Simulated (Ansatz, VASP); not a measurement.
**Sn in VASP and in Ansatz**

```xyz
1
Lattice="-1.8947 1.8947 1.8947 1.8947 -1.8947 1.8947 1.8947 1.8947 -1.8947" Properties=species:S:1:pos:R:3 pbc="T T T"
Sn    0.0000    0.0000    0.0000
```

Alike in both runs: task single point; functional r2SCAN; k mesh 12 × 12 × 12; occupations gaussian, width 0.3 eV; no spin polarisation.

|  | VASP | Ansatz |
| --- | --- | --- |
| version | VASP 6.6.1 | Ansatz 0.2.0 |
| potentials or method | VASP PAW PBE potentials, release 64 (Sn_d), cutoff 520 eV | plane waves, PAW |
| valence electrons in the cell | 14 | 14 |

```tsv
	VASP	Ansatz	Ansatz less VASP
pressure (GPa)	-0.6	-0.6	-0.01
```

VASP's potentials were made for PBE, not for r2SCAN. With one functional, cell and mesh, what is left measures potentials, basis and numerics.
